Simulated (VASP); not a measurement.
# Si8N: single point with PBE+D3(BJ)

Si8N, a slab with vacuum:

```
CELL_PARAMETERS angstrom
7.63103 0.00000 0.00000
0.00000 6.31294 0.00000
0.00000 0.00000 23.03187
ATOMIC_POSITIONS crystal
Si 0.00000 0.93690 0.17367
Si 0.50000 0.93690 0.17367
Si 0.00000 0.56310 0.17367
Si 0.50000 0.56310 0.17367
Si 0.25000 0.43690 0.22150
Si 0.75000 0.43690 0.22150
Si 0.25000 0.06310 0.22150
Si 0.75000 0.06310 0.22150
Si 0.25000 0.93327 0.31772
Si 0.75000 0.93327 0.31772
Si 0.25000 0.56673 0.31772
Si 0.75000 0.56673 0.31772
Si 0.00000 0.42663 0.35741
Si 0.50000 0.42663 0.35741
Si 0.00000 0.07337 0.35741
Si 0.50000 0.07337 0.35741
N 0.12500 0.92663 0.49201
N 0.12500 0.92663 0.53977
```

```json
{
  "Program": "VASP 6.6.1",
  "Task": "single point",
  "Functional": "PBE",
  "Dispersion": "D3(BJ)",
  "Potentials or basis": "VASP PAW PBE potentials, release 64 (Si, N)",
  "Cutoff": "520 eV",
  "k mesh": "4 × 4 × 1",
  "Occupations": "gaussian, width 0.05 eV",
  "Spin": "no spin polarisation",
  "Dipole correction": "yes",
  "Further INCAR settings": "LREAL = Auto; ALGO = Normal; EDIFF = 1e-06; NBANDS = 52"
}
```

| Item | Value |
| --- | --- |
| Largest force | 2.153 eV/Å |
| Band gap on the k mesh | zero (bands 37 and 38 overlap by 0.36 eV) |
| Dispersion energy per atom | -0.238 eV |

Forces in eV/Å, atoms in the order of the input:
```
Si  -0.001 -0.778  0.624
Si   0.008 -0.779  0.615
Si   0.001  0.775  0.626
Si  -0.006  0.785  0.643
Si   0.002  0.018 -0.596
Si  -0.001  0.013 -0.597
Si  -0.011 -0.011 -0.576
Si   0.006 -0.011 -0.586
Si  -0.002 -0.013  0.003
Si  -0.006 -0.008  0.003
Si  -0.004 -0.003 -0.008
Si   0.005 -0.005  0.001
Si  -0.002 -0.056  0.004
Si  -0.003 -0.063 -0.026
Si  -0.017  0.113 -0.148
Si  -0.008  0.061 -0.011
N    0.059 -0.058 -2.121
N   -0.022  0.020  2.152
```

Levels at points of the mesh, in eV from the Fermi level:
```tsv
k point	band 34	band 35	band 36	band 37	band 38	band 39	band 40	band 41
(0.00, 0.00, 0.00)	-0.90	-0.60	-0.10	-0.07	0.06	0.29	1.20	1.45
(0.50, 0.00, 0.00)	-1.18	-1.14	-0.12	-0.10	0.73	0.74	1.35	1.36
(0.00, 0.50, 0.00)	-1.03	-0.98	-0.97	-0.52	0.23	0.44	0.74	1.01
(0.50, 0.50, 0.00)	-0.67	-0.65	-0.46	-0.45	0.28	0.28	0.51	0.56
```

It took 14 min on 1 thread of Intel(R) Xeon(R) 6975P-C (Granite Rapids), on a shared host, peak memory 1.1 GiB.

Caveat: the standard files for N, O and F lose accuracy on very short bonds.
